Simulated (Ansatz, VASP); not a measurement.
# BiTe: VASP beside Ansatz

```
Bi Te
1.0
     4.67605    0.00000    0.00000
    -2.33802    4.04958    0.00000
     0.00000    0.00000    7.48082
Bi Te
2 2
Direct
  0.00000 0.00000 0.00000
  0.00000 0.00000 0.50000
  0.33333 0.66667 0.25000
  0.66667 0.33333 0.75000
```

Alike in both runs: functional PBE; k mesh 12 × 12 × 6; occupations gaussian, width 0.1 eV; no spin polarisation.

Ansatz relaxed the structure, and its values are those at the end. VASP's run is a single point on that final structure, the one shown.

|  | VASP | Ansatz |
| --- | --- | --- |
| version | VASP 6.6.1 | Ansatz 0.2.0 |
| potentials or method | VASP PAW PBE potentials, release 64 (Bi_d, Te), cutoff 520 eV | scalar-relativistic, plane waves, PAW |
| valence electrons in the cell | 42 | 62 |

|  | VASP | Ansatz | Ansatz less VASP |
| --- | --- | --- | --- |
| gap on the k mesh at the Fermi level (eV) | none | none | - |
| pressure (GPa) | 0.0 | 0.0 | +0.05 |

A gap of «none» marks a metal or a gap that the smearing closes. VASP's potentials hold 42 valence electrons a cell and Ansatz's 62, so a difference there can come from the potentials and not from the codes.

Neither program's run includes spin-orbit coupling.
